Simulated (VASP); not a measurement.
A run of VASP 6.6.1:

INCAR

```
PREC     = Accurate       # precision mode
ENCUT    = 520            # plane-wave cutoff, eV
EDIFF    = 1E-7           # SCF threshold, eV
ISMEAR   = 0              # smearing method
SIGMA    = 0.1            # smearing width, eV
LREAL    = False          # projectors in reciprocal space
LASPH    = True           # aspherical terms in the spheres
NELM     = 80             # most SCF steps
ALGO     = Fast           # electronic algorithm
ISIF     = 2              # what is computed and relaxed
LWAVE    = False          # write WAVECAR
LCHARG   = False          # write CHGCAR
GGA      = PE             # functional
NBANDS   = 20             # bands
```

Contents of KPOINTS:

```
Automatic mesh
0
Gamma
  22 22 22
```

Contents of POSCAR:

```
Ga
1.0
   -2.6568984238      2.6568984238      1.3917655950
    2.6568984238     -2.6568984238      1.3917655950
    2.6568984238      2.6568984238     -1.3917655950
Ga
2
Direct
    0.0000000000      0.0000000000      0.0000000000
    0.7500000000      0.2500000000      0.5000000000
```

Potentials or basis: VASP PAW PBE potentials, release 64 (Ga_d).

Command:

```console
$ cat potpaw_PBE.64/Ga_d/POTCAR > POTCAR
$ mpirun -np 1 vasp_std > vasp.out
```

Hardware: 1 thread of Intel(R) Xeon(R) 6975P-C (Granite Rapids) (shared host).

How long does it take, and how much memory?

Wall time 7.2 min on 1 thread of Intel(R) Xeon(R) 6975P-C (Granite Rapids), on a shared host, peak memory 0.58 GiB. Counts: scf iterations 14, k points 834.
